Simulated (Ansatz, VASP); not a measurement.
# Se in VASP and in Ansatz

```xyz
3
Lattice="4.3662 0.0000 0.0000 -2.1831 3.7812 0.0000 0.0000 0.0000 4.7555" Properties=species:S:1:pos:R:3 pbc="T T T"
Se    1.6910    2.9289    0.0000
Se   -0.4921    0.8523    3.1703
Se    0.9841    0.0000    1.5852
```

Alike in both runs: task single point; functional PBEsol; k mesh 6 × 6 × 5; occupations fermi-dirac, width 0.05 eV; no spin polarisation.

|  | VASP | Ansatz |
| --- | --- | --- |
| version | VASP 6.6.1 | Ansatz 0.2.0 |
| potentials or method | VASP PAW PBE potentials, release 64 (Se) | Ansatz PAW |
| plane-wave cutoff (eV) | 520 | 420 |
| valence electrons in the cell | 18 | 48 |

VASP gave:

| Quantity | Value |
| --- | --- |
| gap on the k mesh at the Fermi level (eV) | 1.14 |
| least direct gap on the mesh (eV) | 1.72 |
| pressure (GPa) | 3.9 |
| traceless stress, the component that is largest in VASP (GPa) | 3.06 |
| rms of the force components (eV/Å) | 0.510 |

Question: Estimate Ansatz's values.

Answer: gap on the k mesh at the Fermi level (eV): 1.14; least direct gap on the mesh (eV): 1.73; pressure (GPa): 3.7; traceless stress, the component that is largest in VASP (GPa): 2.97; rms of the force components (eV/Å): 0.475.

VASP's potentials were made for PBE, not for PBEsol. Atom by atom the forces differ by 0.035 eV/Å (rms over components). VASP's potentials hold 18 valence electrons a cell and Ansatz's 48, so a difference there can come from the potentials and not from the codes.

Noted on Ansatz's run: odd divisions of the mesh miss points on the zone boundary, where band edges often lie, so the gap on the mesh can be too wide.
